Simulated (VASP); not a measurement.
Here is a VASP 6.6.1 calculation.

File INCAR:

```
SYSTEM = GeW
  PREC = Accurate
  ENCUT = 520
  EDIFF = 1E-6
  ISMEAR = -1
  SIGMA = 0.05
  LREAL = .False.
  LASPH = .True.
  NELM = 150
  ALGO = Normal
  ISIF = 2
  LWAVE = .False.
  LCHARG = .False.
  LMAXMIX = 4
  LDAU = .True.
  LDAUTYPE = 2
  LDAUL = -1 2
  LDAUU = 0 2
  LDAUJ = 0 0
  LDAUPRINT = 1
  GGA = PE
  NBANDS = 21
```

The input KPOINTS:

```
regular mesh
0
Gamma
  9 9 9
  0 0 0
```

Contents of POSCAR:

```
GeW
1.0
    0.0000000000      2.5782147236      2.5782147236
    2.5782147236      0.0000000000      2.5782147236
    2.5782147236      2.5782147236      0.0000000000
Ge W
1 1
Direct
    0.5000000000      0.5000000000      0.5000000000
    0.0000000000      0.0000000000      0.0000000000
```

Potentials or basis: VASP PAW PBE potentials, release 64 (Ge_d, W_sv).

Command:

```sh
$ cat potpaw_PBE.64/Ge_d/POTCAR potpaw_PBE.64/W_sv/POTCAR > POTCAR
$ mpirun -np 1 vasp_std > vasp.out
```

Problem. Predict the band gap on the k mesh.

Solution. Zero (band 14 reaches 9.69 eV, above the bottom of band 15 at 8.00 eV).

Problem. Predict the pressure.

Solution. 2.0 GPa.

Eigenvalues of the final occupation matrices:
```
    site  spin  trace               eigenvalues
site 2 d     1   1.71  0.31 0.31 0.31 0.39 0.39
site 2 d     2   1.71  0.31 0.31 0.31 0.39 0.39
```

Caveat: spin-orbit coupling is left out, which moves the levels of the heavy elements; U without spin polarisation on a metal has little footing; the U is typed as a test and isn't derived for this compound.
